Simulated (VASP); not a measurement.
A run of VASP 6.6.1:

INCAR

```
PREC     = Accurate       # precision mode
ENCUT    = 520            # plane-wave cutoff, eV
EDIFF    = 1E-7           # SCF threshold, eV
ISMEAR   = 0              # smearing method
SIGMA    = 0.15           # smearing width, eV
LREAL    = F              # projectors in reciprocal space
LASPH    = T              # aspherical terms in the spheres
NELM     = 80             # most SCF steps
ALGO     = Fast           # electronic algorithm
ISIF     = 2              # what is computed and relaxed
LWAVE    = F              # write WAVECAR
LCHARG   = F              # write CHGCAR
GGA      = PS             # functional
NBANDS   = 12             # bands
```

Contents of KPOINTS:

```
regular mesh
0
Gamma
  20 20 20
```

Contents of POSCAR:

```
Ta
1.0
   -1.6368313000      1.6512800000      1.6368313000
    1.6657287000     -1.6512800000      1.6657287000
    1.6368313000      1.6512800000     -1.6368313000
Ta
1
Direct
    0.0000000000      0.0000000000      0.0000000000
```

Potentials or basis: VASP PAW PBE potentials, release 64 (Ta_pv).

Launch:

```console
$ cat potpaw_PBE.64/Ta_pv/POTCAR > POTCAR
$ mpirun -np 1 vasp_std > vasp.out
```

Hardware: 1 thread of Intel Xeon 6975P-C, on a shared host.

Task: Estimate the wall time of this run.

Result: Wall time 2.5 min on 1 thread of Intel Xeon 6975P-C (shared host), peak memory 0.35 GiB. Counts: scf iterations 15, k points 1166.
